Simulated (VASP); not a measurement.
BeTe, 2 atoms in the cell. It takes space group F-43m (No. 216, cubic). Conventional cell: a = 5.558 Å, b = 5.558 Å, c = 5.558 Å, α = 90.00°, β = 90.00°, γ = 90.00°. Be (site symmetry -43m) has 4 Te at 2.41 Å within 3.2 Å. Within 3.2 Å of Te (site symmetry -43m) lie 4 Be at 2.41 Å. 

- Program: VASP 6.6.1
- Task: single point
- Functional: PBE
- Potentials or basis: VASP PAW PBE potentials, release 64 (Be, Te)
- Cutoff: 600 eV
- k mesh: 6 × 6 × 6
- Occupations: gaussian, width 0.01 eV
- Spin: no spin polarisation
- Dipole correction: no
- Further INCAR settings: ALGO = Normal; EDIFF = 1e-06; NBANDS = 11

Potentials or basis: VASP PAW PBE potentials, release 64 (Be, Te).

Command:

```console
$ cat potpaw_PBE.64/Be/POTCAR potpaw_PBE.64/Te/POTCAR > POTCAR
$ mpirun -np 1 vasp_std > vasp.out
```

Hardware: 1 thread of Intel Xeon 8259CL (shared host).

Question: Estimate the wall time of this run.

Answer: It took 13 s on 1 thread of Intel Xeon 8259CL (shared host), peak memory 0.17 GiB. Counts: scf iterations 13, k points 16.
